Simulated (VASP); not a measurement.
# SnSe (Fm-3m) in VASP: further runs

Aim: see how the results for SnSe move with the level of theory and the settings. Levels: BLYP, r2SCAN+D3(BJ). Tasks: single point.

Everything below comes from runs of VASP 6.6.1. Logs are shortened: lines on timing, memory, paths and dates and some standing lists are left out, and cuts for length are marked.

### 1 The cell of the first run

The structure is cubic, space group Fm-3m (No. 225). Conventional cell: a = 6.218 Å, b = 6.218 Å, c = 6.218 Å, α = 90.00°, β = 90.00°, γ = 90.00°. Within 4.1 Å of Sn (site symmetry m-3m) lie 6 Se at 3.11 Å. Se (site symmetry m-3m) has 6 Sn at 3.11 Å within 4.1 Å.

### 2 Single point, BLYP

Input file INCAR:

```
  PREC = Accurate
  ENCUT = 520
  EDIFF = 1E-6
  ISMEAR = -1
  SIGMA = 0.05
  LREAL = F
  LASPH = T
  NELM = 80
  ALGO = Normal
  ISIF = 2
  LWAVE = F
  LCHARG = T
  GGA = B5
  ALDAX = 1.0
  AGGAX = 1.0
  AGGAC = 1.0
  ALDAC = 0.0
  LELF = T
  LVHAR = T
  NBANDS = 17
```

Input file KPOINTS:

```
regular mesh
0
Gamma
  8 8 8
```

Input file POSCAR:

```
SnSe
1.0
    0.0000000000      3.1089221380      3.1089221380
    3.1089221380      0.0000000000      3.1089221380
    3.1089221380      3.1089221380      0.0000000000
Sn Se
1 1
Direct
    0.0000000000      0.0000000000      0.0000000000
    0.5000000000      0.5000000000      0.5000000000
```

Potentials or basis: VASP PAW PBE potentials, release 64 (Sn_d, Se).

Started as:

```bash
> cat potpaw_PBE.64/Sn_d/POTCAR potpaw_PBE.64/Se/POTCAR > POTCAR
> mpirun -np 1 vasp_std > vasp.out
```

OUTCAR:

```text
PREC = Accurate
   ENCUT = 520
   EDIFF = 1E-6
   ISMEAR = -1
   LREAL = F
   LASPH = T
   NELM = 80
   ISIF = 2
   GGA = B5

 ion  position               nearest neighbor table
   1  0.000  0.000  0.000-   2 3.11   2 3.11   2 3.11   2 3.11   2 3.11   2 3.11
   2  0.500  0.500  0.500-   1 3.11   1 3.11   1 3.11   1 3.11   1 3.11   1 3.11

  LATTYP: Found a face centered cubic cell.
 ALAT       =     6.2178442760

  Lattice vectors:

 A1 = (   0.0000000000,   3.1089221380,   3.1089221380)
 A2 = (   3.1089221380,   0.0000000000,   3.1089221380)
 A3 = (   3.1089221380,   3.1089221380,   0.0000000000)

Analysis of symmetry for initial positions (statically):
=====================================================================
 Subroutine PRICEL returns:
 Original cell was already a primitive cell.

 Routine SETGRP: Setting up the symmetry group for a
 face centered cubic supercell.

 Subroutine GETGRP returns: Found 48 space group operations
 (whereof 48 operations were pure point group operations)
 out of a pool of 48 trial point group operations.

The static configuration has the point symmetry O_h .

Analysis of symmetry for dynamics (positions and initial velocities):
=====================================================================
 Subroutine PRICEL returns:
 Original cell was already a primitive cell.

 Routine SETGRP: Setting up the symmetry group for a
 face centered cubic supercell.

 Subroutine GETGRP returns: Found 48 space group operations
 (whereof 48 operations were pure point group operations)
 out of a pool of 48 trial point group operations.

The dynamic configuration has the point symmetry O_h .

 Subroutine INISYM returns: Found 48 space group operations
 (whereof 48 operations are pure point group operations),
 and found     1 'primitive' translations

----------------------------------------------------------------------------------------

                                     Primitive cell

  volume of cell :      60.0979

  direct lattice vectors                    reciprocal lattice vectors
     0.000000000  3.108922138  3.108922138    -0.160827444  0.160827444  0.160827444
     3.108922138  0.000000000  3.108922138     0.160827444 -0.160827444  0.160827444
     3.108922138  3.108922138  0.000000000     0.160827444  0.160827444 -0.160827444

  length of vectors
     4.396679852  4.396679852  4.396679852     0.278561304  0.278561304  0.278561304

[... 79 lines left out ...]
   NELM   =     80;   NELMIN=  2; NELMDL= -5     # of ELM steps
   EDIFF  = 0.1E-05   stopping-criterion for ELM
   LREAL  =      F    real-space projection
   EDIFFG = 0.1E-04   stopping-criterion for IOM
   NSW    =      0    number of steps for IOM
   IBRION =     -1    ionic relax: 0-MD 1-quasi-New 2-CG
   NFREE  =      0    steps in history (QN), initial steepest desc. (CG)
   ISIF   =      2    stress and relaxation
   ISYM   =      2    0-nonsym 1-usesym 2-fastsym
   POTIM  = 0.5000    time-step for ionic-motion
   TEBEG  =    0.0;   TEEND  =   0.0 temperature during run
   PSTRESS=    0.0 pullay stress
   NELECT =      20.0000    total number of electrons
   NUPDOWN=      -1.0000    fix difference up-down
   EMIN   =  10.00;   EMAX   =-10.00  energy-range for DOS
   EFERMI =   0.00;   METHOD = LEGACY
   ISMEAR =    -1;   SIGMA  =   0.05  broadening in eV -4-tet -1-fermi 0-gaus
   EFERMI_NEDOS =   21; number of points for ismear=-14 and -15
   IALGO  =     38    algorithm
   IMIX   =      4    mixing-type and parameters
     AMIX     =   0.40;   BMIX     =  1.00
     AMIX_MAG =   1.60;   BMIX_MAG =  1.00
  volume/ion in A,a.u.               =      30.05       202.78
  Fermi-wavevector in a.u.,A,eV,Ry     =   1.134484  2.143864 17.511427  1.287054
  Thomas-Fermi vector in A             =   2.271188
   LORBIT       =      0    0 simple, 1 ext, 2 COOP (PROOUT), +10 PAW based schemes
   GGA     = B5    functional components
   LHFCALC =     F    Hartree Fock is set to
   AEXX    =    0.0000 exact exchange contribution
   IVDW    =     0    specifies the selected vdW correction
   LEPSILON=     F    determine dielectric tensor
   LRPA    =     F    only Hartree local field effects (RPA)
 non-spin polarized calculation
  energy-cutoff  :      520.00
  volume of cell :       60.10
 maximum number of plane-waves:      1639
 NGX is ok and might be reduce to    36
   NGX = 17   NGY = 17   NGZ = 17

 number of electron      19.9999997 magnetization

 Free energy of the ion-electron system (eV)
  ---------------------------------------------------
  ext. energy  EPLUGINS =         0.00000000
  ---------------------------------------------------
  free energy    TOTEN  =        -7.07108204 eV

  energy without entropy =       -7.07003358  energy(sigma->0) =       -7.07055781

 E-fermi :   5.1542     XC(G=0):  -8.5689

 val. band max:        5.1321450078   @ k =   0.5000   0.0000   0.0000
 cond. band min:       5.1762363179   @ k =   0.5000   0.0000   0.0000
 fundamental gap:      0.0440913101
 Fermi energy:         5.1541793603

 k-point     1 :       0.0000    0.0000    0.0000
  band No.  band energies     occupation
      1     -16.6666      2.00000
      2     -16.6666      2.00000
      3     -16.6666      2.00000
      4     -16.6653      2.00000
      5     -16.6653      2.00000
      6      -8.2697      2.00000
[... 457 lines left out ...]
      4     -16.6607      2.00000
      5     -16.6575      2.00000
      6      -7.4393      2.00000
[... 9 lines left out ...]
     16      15.7136      0.00000
     17      15.7958      0.00000

 [... further k-points ...]

------------------------ aborting loop because EDIFF is reached ----------------------------------------

  FORCE on cell =-STRESS in cart. coord.  units (eV):
  Direction    XX          YY          ZZ          XY          YZ          ZX
  --------------------------------------------------------------------------------------
  -------------------------------------------------------------------------------------
  Total        0.0241501      0.0241501      0.0241501      0.0000000      0.0000000     -0.0000000
  in kB        0.6438295      0.6438295      0.6438295      0.0000000      0.0000000     -0.0000000
  external PRESSURE =       0.6438295 kB  Pullay stress =       0.0000000 kB

 VOLUME and BASIS-vectors are now :
 -----------------------------------------------------------------------------
  energy-cutoff  :      520.00
  volume of cell :       60.10
      direct lattice vectors                 reciprocal lattice vectors
     0.000000000  3.108922138  3.108922138    -0.160827444  0.160827444  0.160827444
     3.108922138  0.000000000  3.108922138     0.160827444 -0.160827444  0.160827444
     3.108922138  3.108922138  0.000000000     0.160827444  0.160827444 -0.160827444

 POSITION                                       TOTAL-FORCE (eV/Angst)
 -----------------------------------------------------------------------------------
      0.00000      0.00000      0.00000         0.000000     -0.000000      0.000000
      3.10892      3.10892      3.10892         0.000000      0.000000     -0.000000
 -----------------------------------------------------------------------------------
    total drift:                               -0.000000      0.000000      0.000000

  FREE ENERGIE OF THE ION-ELECTRON SYSTEM (eV)
  ---------------------------------------------------
  free  energy   TOTEN  =        -7.0710820427 eV

  energy  without entropy=       -7.0700335788  energy(sigma->0) =       -7.07055781
```

stdout:

```text
POSCAR found type information on POSCAR SnSe
 POSCAR found :  2 types and       2 ions
 scaLAPACK will be used
 -----------------------------------------------------------------------------
|                                                                             |
|                                                                             |
|     You enforced a specific xc type in the INCAR file but a different       |
|     I HOPE YOU KNOW WHAT YOU ARE DOING!                                     |
|                                                                             |
 -----------------------------------------------------------------------------

 LDA part: xc-table for (Slater(with rela. corr.)+VWN5), standard interpolation
 POSCAR, INCAR and KPOINTS ok, starting setup
 FFT: planning ... GRIDC
 FFT: planning ... GRID_SOFT
 FFT: planning ... GRID
 WAVECAR not read
 entering main loop
```

Wall time 54 s (1 thread of Intel Xeon 8259CL, shared host); peak memory 0.22 GiB.

Results:

- Free energy: -7.0711 eV
- Pressure: 0.1 GPa
- Band gap on the k mesh: 0.04 eV

Caveat: semilocal functionals underestimate gaps, and a narrow one can read as zero; the PAW data sets were made with another functional, which shifts forces and pressure a little; spin-orbit coupling is left out, which moves the levels of the heavy elements. A k mesh can miss the band edges.

### 3 Single point, r2SCAN+D3(BJ)

This run uses another cell than the first one, of 26.71 Å³/atom.

Input file POSCAR:

```
SnSe
1.0
    0.0000000000      2.9892823237      2.9892823237
    2.9892823237      0.0000000000      2.9892823237
    2.9892823237      2.9892823237      0.0000000000
Sn Se
1 1
Direct
    0.0000000000      0.0000000000      0.0000000000
    0.5000000000      0.5000000000      0.5000000000
```

Input file INCAR.step1:

```
PREC = Accurate ; ENCUT = 520
ISMEAR = -1 ; SIGMA = 0.05
LREAL = F ; LASPH = T
NELM = 80 ; NBANDS = 17
GGA = PE ; ALGO = Normal
EDIFF = 1E-4 ; LWAVE = T
LCHARG = F
```

Input file INCAR.step2:

```
PREC = Accurate ; ENCUT = 520
EDIFF = 1E-6 ; ISMEAR = -1
SIGMA = 0.05 ; LREAL = F
LASPH = T ; NELM = 80
ALGO = Normal ; ISIF = 2
LWAVE = F ; LCHARG = T
METAGGA = R2SCAN ; LMIXTAU = T
IVDW = 12 ; VDW_S6 = 1.0
VDW_S8 = 0.78981345 ; VDW_A1 = 0.49484001
VDW_A2 = 5.73083694 ; LELF = T
LVHAR = T ; NBANDS = 17
ISTART = 1
```

Input file KPOINTS:

```
Automatic mesh
0
Gamma
  8 8 8
```

Potentials or basis: VASP PAW PBE potentials, release 64 (Sn_d, Se).

Started as:

```bash
> cat potpaw_PBE.64/Sn_d/POTCAR potpaw_PBE.64/Se/POTCAR > POTCAR
> cp INCAR.step1 INCAR
> mpirun -np 1 vasp_std > vasp.out
> cp INCAR.step2 INCAR
> mpirun -np 1 vasp_std > vasp.out
```

OUTCAR:

```text
PREC = Accurate
   ENCUT = 520
   EDIFF = 1E-6
   ISMEAR = -1
   LREAL = F
   LASPH = T
   NELM = 80
   ISIF = 2
   METAGGA = R2SCAN
   IVDW = 12
   ISTART = 1
 IVDW          = 12

 ion  position               nearest neighbor table
   1  0.000  0.000  0.000-   2 2.99   2 2.99   2 2.99   2 2.99   2 2.99   2 2.99
   2  0.500  0.500  0.500-   1 2.99   1 2.99   1 2.99   1 2.99   1 2.99   1 2.99

  LATTYP: Found a face centered cubic cell.
 ALAT       =     5.9785646474

  Lattice vectors:

 A1 = (   0.0000000000,   2.9892823237,   2.9892823237)
 A2 = (   2.9892823237,   0.0000000000,   2.9892823237)
 A3 = (   2.9892823237,   2.9892823237,   0.0000000000)

Analysis of symmetry for initial positions (statically):
=====================================================================
 Subroutine PRICEL returns:
 Original cell was already a primitive cell.

 Routine SETGRP: Setting up the symmetry group for a
 face centered cubic supercell.

 Subroutine GETGRP returns: Found 48 space group operations
 (whereof 48 operations were pure point group operations)
 out of a pool of 48 trial point group operations.

The static configuration has the point symmetry O_h .

[... 159 lines left out ...]
 E-fermi :   6.1967     XC(G=0): -10.2922

 val. band max:        5.9321525358   @ k =   0.5000   0.0000   0.0000
 cond. band min:       6.4837334158   @ k =   0.5000   0.0000   0.0000
 fundamental gap:      0.5515808800
 Fermi energy:         6.1966524023

 k-point     1 :       0.0000    0.0000    0.0000
  band No.  band energies     occupation
      1     -16.6024      2.00000
      2     -16.6024      2.00000
      3     -16.5990      2.00000
      4     -16.5990      2.00000
      5     -16.5990      2.00000
      6      -8.9316      2.00000
[... 457 lines left out ...]
      4     -16.5894      2.00000
      5     -16.5836      2.00000
      6      -7.7448      2.00000
[... 9 lines left out ...]
     16      17.1814      0.00000
     17      17.2395      0.00000

 [... further k-points ...]

------------------------ aborting loop because EDIFF is reached ----------------------------------------

 Edisp (eV)   -0.33840

 E8    (eV) :    -0.1192

  FORCE on cell =-STRESS in cart. coord.  units (eV):
  Direction    XX          YY          ZZ          XY          YZ          ZX
  --------------------------------------------------------------------------------------
  -------------------------------------------------------------------------------------
  Total      -0.00318    -0.00318    -0.00318     0.00000     0.00000     0.00000
  in kB      -0.09551    -0.09551    -0.09551     0.00000     0.00000     0.00000
  external pressure =       -0.10 kB  Pullay stress =        0.00 kB

 VOLUME and BASIS-vectors are now :
 -----------------------------------------------------------------------------
  energy-cutoff  :      520.00
  volume of cell :       53.42
      direct lattice vectors                 reciprocal lattice vectors
     0.000000000  2.989282324  2.989282324    -0.167264228  0.167264228  0.167264228
     2.989282324  0.000000000  2.989282324     0.167264228 -0.167264228  0.167264228
     2.989282324  2.989282324  0.000000000     0.167264228  0.167264228 -0.167264228

 POSITION                                       TOTAL-FORCE (eV/Angst)
 -----------------------------------------------------------------------------------
      0.00000      0.00000      0.00000        -0.000000     -0.000000      0.000000
      2.98928      2.98928      2.98928         0.000000      0.000000     -0.000000
 -----------------------------------------------------------------------------------
    total drift:                                0.000000     -0.000000     -0.000000

  FREE ENERGIE OF THE ION-ELECTRON SYSTEM (eV)
  ---------------------------------------------------
  free  energy   TOTEN  =       -40.2138805729 eV

  energy  without entropy=      -40.2138256233  energy(sigma->0) =      -40.21385310
```

OUTCAR.step1:

```text
PREC = Accurate
   ENCUT = 520
   ISMEAR = -1
   LREAL = F
   LASPH = T
   NELM = 80
[... 698 lines left out ...]
 -----------------------------------------------------------------------------------
      0.00000      0.00000      0.00000         0.000000      0.000000      0.000000
      2.98928      2.98928      2.98928         0.000000      0.000000      0.000000
 -----------------------------------------------------------------------------------
    total drift:                                0.000000     -0.000000     -0.000000

  FREE ENERGIE OF THE ION-ELECTRON SYSTEM (eV)
  ---------------------------------------------------
  free  energy   TOTEN  =        -8.2083284337 eV

  energy  without entropy=       -8.2082924398  energy(sigma->0) =       -8.20831044
```

OSZICAR.step1:

```text
N       E                     dE             d eps       ncg     rms          rms(c)
DAV:   1     0.134672024594E+03    0.13467E+03   -0.97463E+03  1004   0.144E+03
DAV:   2     0.437949540710E+01   -0.13029E+03   -0.12600E+03  1106   0.353E+02
DAV:   3    -0.803541209300E+01   -0.12415E+02   -0.12320E+02  1208   0.938E+01
DAV:   4    -0.837050458584E+01   -0.33509E+00   -0.33486E+00  1199   0.164E+01
DAV:   5    -0.838013506975E+01   -0.96305E-02   -0.96301E-02  1445   0.268E+00    0.318E+00
DAV:   6    -0.820787098214E+01    0.17226E+00   -0.41696E-01  1413   0.378E+00    0.190E+00
DAV:   7    -0.820638557559E+01    0.14854E-02   -0.79323E-02  1166   0.126E+00    0.926E-01
DAV:   8    -0.820845210420E+01   -0.20665E-02   -0.84473E-03  1170   0.820E-01    0.117E-01
DAV:   9    -0.820826595223E+01    0.18615E-03   -0.13683E-03  1369   0.312E-01    0.483E-02
DAV:  10    -0.820832843375E+01   -0.62482E-04   -0.16999E-04  1116   0.738E-02
   1 F= -.82083284E+01 E0= -.82083104E+01  d E =-.359940E-04
```

Run time: 1.7 min. Hardware: 1 thread of Intel Xeon 8259CL, shared host; peak memory 0.2 GiB.

Results:

- Free energy: -40.2139 eV
- Pressure: 0.0 GPa
- Band gap on the k mesh: 0.55 eV
- Dispersion energy per atom: -0.169 eV

Levels at points of the mesh, in eV from the valence-band top:
```csv
k point,band 7,band 8,band 9,band 10,band 11,band 12,band 13,band 14
"(0.00, 0.00, 0.00)",-5.17,-2.69,-2.69,-2.69,4.45,4.45,4.45,6.02
"(0.50, 0.00, 0.00)",-8.68,-2.42,-2.42,0.00,0.55,1.13,1.13,8.64
"(0.50, 0.50, 0.00)",-6.35,-6.09,-4.20,-4.20,3.05,5.60,5.60,6.31
```

Caveat: semilocal functionals underestimate gaps, and a narrow one can read as zero; the PAW data sets were made with another functional, which shifts forces and pressure a little; spin-orbit coupling is left out, which moves the levels of the heavy elements.
